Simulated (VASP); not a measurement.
# C: single point with r2SCAN

The system is C, a slab with vacuum.

```
C
1.0
     2.45623    0.00000    0.00000
    -1.22811    2.12716    0.00000
     0.00000    0.00000   24.13396
C
4
Direct
  0.00000 0.00000 0.57047
  0.00000 0.00000 0.42953
  0.33333 0.66667 0.42952
  0.66667 0.33333 0.57047
```

```
Program                : VASP 6.6.1
Task                   : single point
Functional             : r2SCAN
Potentials or basis    : VASP PAW PBE potentials, release 64 (C)
Cutoff                 : 520 eV
k mesh                 : 7 × 7 × 1
Occupations            : methfessel-paxton, width 0.1 eV
Spin                   : no spin polarisation
Dipole correction      : no
Further INCAR settings : ALGO = Normal; EDIFF = 1e-07; NBANDS = 16
```

```json
{"Largest force": "0.023 eV/Å", "Band gap on the k mesh": "2.78 eV, direct"}
```

Forces in eV/Å, atoms in the order of the input:
```
C    0.000  0.000  0.023
C    0.000  0.000 -0.023
C    0.000  0.000 -0.017
C    0.000  0.000  0.017
```

Levels at points of the mesh, in eV from the valence-band top:
```
           k point  band 5  band 6  band 7  band 8  band 9  band 10  band 11  band 12
(0.00, 0.00, 0.00)   -1.90   -1.90   -1.89   -1.89    5.09     5.47     5.83     6.57
```

Run time: 5.3 min on 1 thread of Intel Xeon 8259CL, on a shared host, peak memory 0.24 GiB.

Caveat: the k points lie up to 0.42 Å⁻¹ apart; the PAW data sets were made with another functional, which shifts forces and pressure a little.
